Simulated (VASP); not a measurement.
# TiNi in VASP: further runs, part 2 of 2

VASP 6.6.1.

## 3. Relaxation of cell and atoms, r2SCAN, target pressure 12 GPa, at which the enthalpy is minimised

This run uses another cell than the first one, of 12.54 Å³/atom, 1.056 times its volume.

File POSCAR:

```
TiNi
1.0
    2.9274404067      0.0000000000      0.0000000000
    0.0000000000      2.9274404067      0.0000000000
    0.0000000000      0.0000000000      2.9274404067
Ti Ni
1 1
Direct
    0.5000000000      0.5000000000      0.5000000000
    0.0000000000      0.0000000000      0.0000000000
```

File INCAR.step1:

```
PREC = Accurate ; ENCUT = 600
ISMEAR = 0 ; SIGMA = 0.1
LREAL = False ; LASPH = True
NELM = 80 ; GGA = PE
ALGO = Normal ; EDIFF = 1E-4
LWAVE = True ; LCHARG = False
```

File INCAR.step2:

```
PREC = Accurate ; ENCUT = 600
EDIFF = 1E-6 ; ISMEAR = 0
SIGMA = 0.1 ; LREAL = False
LASPH = True ; NELM = 80
ALGO = Normal ; ISIF = 3
LWAVE = False ; LCHARG = False
METAGGA = R2SCAN ; LMIXTAU = True
IBRION = 2 ; NSW = 70
EDIFFG = -0.008 ; PSTRESS = 120.0
ISTART = 1
```

File KPOINTS:

```
Automatic mesh
0
Gamma
  14 14 14
```

Potentials or basis: VASP PAW PBE potentials, release 64 (Ti_sv, Ni).

Run with:

```
> cat potpaw_PBE.64/Ti_sv/POTCAR potpaw_PBE.64/Ni/POTCAR > POTCAR
> cp INCAR.step1 INCAR
> mpirun -np 1 vasp_std > vasp.out
> cp INCAR.step2 INCAR
> mpirun -np 1 vasp_std > vasp.out
```

It took 4.2 min on 1 thread of Intel Xeon Platinum 8375C at 2.90GHz (Ice Lake), shared host; peak memory 0.19 GiB.

Results (log left out):

```
Free energy                                            : -25.5218 eV
Relaxed volume                                         : 12.59 Å³/atom
Relaxed cell                                           : a = 2.931 Å, b = 2.931 Å, c = 2.931 Å, α = 90.00°, β = 90.00°, γ = 90.00°
Space group after relaxing (to 0.05 Å)                 : Pm-3m (No. 221)
Energy change on relaxing (the enthalpy is what falls) : -3.4 meV/atom
Ionic steps                                            : 3
Pressure after relaxing                                : 11.9 GPa
Band gap on the k mesh                                 : zero (band 11 reaches 10.93 eV, above the bottom of band 12 at 8.97 eV)
```

The path:
```csv
step,energy change (eV),largest force (eV/Å),pressure (GPa),volume (Å³)
1,0.0000,0.0000,12.70,25.09
2,-0.0149,0.0000,11.08,25.29
3,-0.0069,0.0000,11.90,25.18
```

Final structure:
```yaml
crystal:
  lattice:
    - [2.93089, 0.00000, 0.00000]
    - [0.00000, 2.93089, 0.00000]
    - [0.00000, 0.00000, 2.93089]
  atoms:
    - { symbol: Ti, position: [0.50000, 0.50000, 0.50000] }
    - { symbol: Ni, position: [0.00000, 0.00000, 0.00000] }
```

Levels at points of the mesh, in eV from the Fermi level:
| k point | band 7 | band 8 | band 9 | band 10 | band 11 | band 12 | band 13 | band 14 | band 15 |
| --- | --- | --- | --- | --- | --- | --- | --- | --- | --- |
| (0.00, 0.00, 0.00) | -4.40 | -2.23 | -2.23 | -2.23 | 0.56 | 0.56 | 2.92 | 2.92 | 2.92 |
| (0.50, 0.00, 0.00) | -3.13 | -2.36 | -2.36 | -1.90 | -0.78 | -0.64 | 0.72 | 0.72 | 2.53 |
| (0.50, 0.50, 0.00) | -3.10 | -3.10 | -1.43 | -0.79 | 0.40 | 0.40 | 1.08 | 2.57 | 2.57 |
| (0.50, 0.50, 0.50) | -3.17 | -2.50 | -2.50 | -2.50 | -1.40 | -1.40 | 3.59 | 3.59 | 7.05 |

Caveat: the cell is relaxed towards a set pressure, so the enthalpy falls and the energy may rise; the PAW data sets were made with another functional, which shifts forces and pressure a little.

## 4. Relaxation of cell and atoms, r2SCAN, target pressure 4 GPa, at which the enthalpy is minimised

This run uses another cell than the first one, of 13.05 Å³/atom, 1.099 times its volume.

File POSCAR:

```
TiNi
1.0
    2.9665485614      0.0000000000      0.0000000000
    0.0000000000      2.9665485614      0.0000000000
    0.0000000000      0.0000000000      2.9665485614
Ti Ni
1 1
Direct
    0.5000000000      0.5000000000      0.5000000000
    0.0000000000      0.0000000000      0.0000000000
```

File INCAR.step1:

```
  ALGO = Normal
  EDIFF = 1E-4
  ENCUT = 600
  GGA = PE
  ISMEAR = 0
  LASPH = T
  LCHARG = F
  LREAL = F
  LWAVE = T
  NELM = 60
  PREC = Accurate
  SIGMA = 0.1
```

File INCAR.step2:

```
  ALGO = Normal
  EDIFF = 1E-6
  EDIFFG = -0.008
  ENCUT = 600
  IBRION = 2
  ISIF = 3
  ISMEAR = 0
  ISTART = 1
  LASPH = T
  LCHARG = F
  LMIXTAU = T
  LREAL = F
  LWAVE = F
  METAGGA = R2SCAN
  NELM = 60
  NSW = 70
  PREC = Accurate
  PSTRESS = 40.0
  SIGMA = 0.1
```

File KPOINTS:

```
k-points
0
Gamma
  14 14 14
```

Run with:

```
> cat potpaw_PBE.64/Ti_sv/POTCAR potpaw_PBE.64/Ni/POTCAR > POTCAR
> cp INCAR.step1 INCAR
> mpirun -np 1 vasp_std > vasp.out
> cp INCAR.step2 INCAR
> mpirun -np 1 vasp_std > vasp.out
```

Run time: 4 min. Hardware: 1 thread of Intel Xeon Platinum 8375C at 2.90GHz (Ice Lake), shared host; peak memory 0.2 GiB.

Results (log left out):

* Free energy: -25.5719 eV
* Relaxed volume: 13.09 Å³/atom
* Relaxed cell: a = 2.969 Å, b = 2.969 Å, c = 2.969 Å, α = 90.00°, β = 90.00°, γ = 90.00°
* Space group after relaxing (to 0.05 Å): Pm-3m (No. 221)
* Energy change on relaxing (the enthalpy is what falls): -1.0 meV/atom
* Ionic steps: 3
* Pressure after relaxing: 3.9 GPa
* Band gap on the k mesh: zero (band 11 reaches 10.38 eV, above the bottom of band 12 at 8.51 eV)

Step by step:
| step | energy change (eV) | largest force (eV/Å) | pressure (GPa) | volume (Å³) |
| --- | --- | --- | --- | --- |
| 1 | 0.0000 | 0.0000 | 4.42 | 26.11 |
| 2 | -0.0033 | 0.0000 | 3.68 | 26.24 |
| 3 | -0.0020 | 0.0000 | 3.93 | 26.18 |

Final structure:
```yaml
crystal:
  lattice:
    - [2.96942, 0.00000, 0.00000]
    - [0.00000, 2.96942, 0.00000]
    - [0.00000, 0.00000, 2.96942]
  atoms:
    - { symbol: Ti, position: [0.50000, 0.50000, 0.50000] }
    - { symbol: Ni, position: [0.00000, 0.00000, 0.00000] }
```

Levels at points of the mesh, in eV from the Fermi level:
| k point | band 7 | band 8 | band 9 | band 10 | band 11 | band 12 | band 13 | band 14 | band 15 |
| --- | --- | --- | --- | --- | --- | --- | --- | --- | --- |
| (0.00, 0.00, 0.00) | -4.17 | -2.12 | -2.12 | -2.12 | 0.54 | 0.54 | 2.78 | 2.78 | 2.78 |
| (0.50, 0.00, 0.00) | -2.95 | -2.25 | -2.25 | -1.81 | -0.70 | -0.64 | 0.70 | 0.70 | 2.41 |
| (0.50, 0.50, 0.00) | -2.94 | -2.94 | -1.36 | -0.76 | 0.35 | 0.35 | 1.04 | 2.44 | 2.44 |
| (0.50, 0.50, 0.50) | -3.03 | -2.36 | -2.36 | -2.36 | -1.33 | -1.33 | 3.42 | 3.42 | 6.76 |

Caveat: the cell is relaxed towards a set pressure, so the enthalpy falls and the energy may rise; the PAW data sets were made with another functional, which shifts forces and pressure a little. Spin polarisation is off, so any magnetic state and its effect on volume and gap are missing.

## 5. Single point, r2SCAN (uniaxial strain along c: -1.5 %)

File POSCAR:

```
TiNi
1.0
    2.9999974597      0.0000000000      0.0000000000
    0.0000000000      2.9999974597      0.0000000000
    0.0000000000      0.0000000000      2.9439576566
Ti Ni
1 1
Direct
    0.5000000000      0.5000000000      0.5000000000
    0.0000000000      0.0000000000      0.0000000000
```

File INCAR.step1:

```
SYSTEM = TiNi
PREC     = Accurate       ! precision mode
ENCUT    = 520            ! plane-wave cutoff, eV
ISMEAR   = 0              ! smearing method
SIGMA    = 0.1            ! smearing width, eV
LREAL    = .FALSE.        ! projectors in reciprocal space
LASPH    = .TRUE.         ! aspherical terms in the spheres
NELM     = 60             ! most SCF steps
NBANDS   = 18             ! bands
GGA      = PE             ! functional
ALGO     = Normal         ! electronic algorithm
EDIFF    = 1E-4           ! SCF threshold, eV
LWAVE    = .TRUE.         ! write WAVECAR
LCHARG   = .FALSE.        ! write CHGCAR
```

File INCAR.step2:

```
SYSTEM = TiNi
PREC     = Accurate       ! precision mode
ENCUT    = 520            ! plane-wave cutoff, eV
EDIFF    = 1E-6           ! SCF threshold, eV
ISMEAR   = 0              ! smearing method
SIGMA    = 0.1            ! smearing width, eV
LREAL    = .FALSE.        ! projectors in reciprocal space
LASPH    = .TRUE.         ! aspherical terms in the spheres
NELM     = 60             ! most SCF steps
ALGO     = Normal         ! electronic algorithm
ISIF     = 2              ! what is computed and relaxed
LWAVE    = .FALSE.        ! write WAVECAR
LCHARG   = .FALSE.        ! write CHGCAR
METAGGA  = R2SCAN         ! meta-GGA
LMIXTAU  = .TRUE.       
NBANDS   = 18             ! bands
ISTART   = 1
```

File KPOINTS:

```
regular mesh
0
G
  18 18 18
  0 0 0
```

Run with:

```
> cat potpaw_PBE.64/Ti_sv/POTCAR potpaw_PBE.64/Ni/POTCAR > POTCAR
> cp INCAR.step1 INCAR
> mpirun -np 1 vasp_std > vasp.out
> cp INCAR.step2 INCAR
> mpirun -np 1 vasp_std > vasp.out
```

Run time: 5.3 min. Hardware: 1 thread of Intel Xeon 6975P-C (Granite Rapids), shared host; peak memory 0.37 GiB.

The run converged. Its results:

* Free energy: -25.5773 eV
* Pressure: 1.7 GPa
* Band gap on the k mesh: zero (band 11 reaches 10.18 eV, above the bottom of band 12 at 8.39 eV)

Stress tensor (GPa, compression positive):
```
1.44 0.00 0.00
0.00 1.44 0.00
0.00 0.00 2.28
```

Levels at points of the mesh, in eV from the Fermi level:
```tsv
k point	band 8	band 9	band 10	band 11	band 12	band 13	band 14	band 15
(0.00, 0.00, 0.00)	-2.17	-2.09	-2.09	0.46	0.57	2.69	2.73	2.73
(0.50, 0.00, 0.00)	-2.26	-2.21	-1.80	-0.73	-0.72	0.62	0.81	2.38
(0.50, 0.50, 0.00)	-2.84	-1.40	-0.85	0.22	0.22	0.89	2.42	2.42
(0.00, 0.00, 0.50)	-2.27	-2.27	-1.83	-0.65	-0.55	0.60	0.60	2.31
(0.50, 0.00, 0.50)	-2.96	-1.36	-0.74	0.34	0.40	1.06	2.34	2.40
(0.50, 0.50, 0.50)	-2.37	-2.37	-2.29	-1.37	-1.32	3.30	3.39	6.66
```

Caveat: the cell differs from its parent crystal (uniaxial strain along c: -1.5 %); the PAW data sets were made with another functional, which shifts forces and pressure a little. Spin polarisation is off, so any magnetic state and its effect on volume and gap are missing.

## 6. Overview

```csv
task,cell,k mesh,cutoff (eV),gap on the mesh (eV),pressure (GPa)
relaxation of cell and atoms,"relaxed to 25 GPa from a = 2.874 Å, 2 atoms",14 × 14 × 14,600,none,24.9
relaxation of cell and atoms,"relaxed to 12 GPa from a = 2.927 Å, 2 atoms",14 × 14 × 14,600,none,11.9
relaxation of cell and atoms,"relaxed to 4 GPa from a = 2.967 Å, 2 atoms",14 × 14 × 14,600,none,3.9
single point,"a = 3.000, b = 3.000, c = 2.944 Å, 2 atoms",18 × 18 × 18,520,none,1.7
```

Alike in all rows: level r2SCAN; potentials or basis VASP PAW PBE potentials, release 64 (Ti_sv, Ni); no spin polarisation; smearing gaussian 0.1 eV.

Caveats: the PAW data sets were made with another functional, which shifts forces and pressure a little; the cell is relaxed towards a set pressure, so the enthalpy falls and the energy may rise (some runs).

Absolute energies hang on the potentials; compare differences alone.
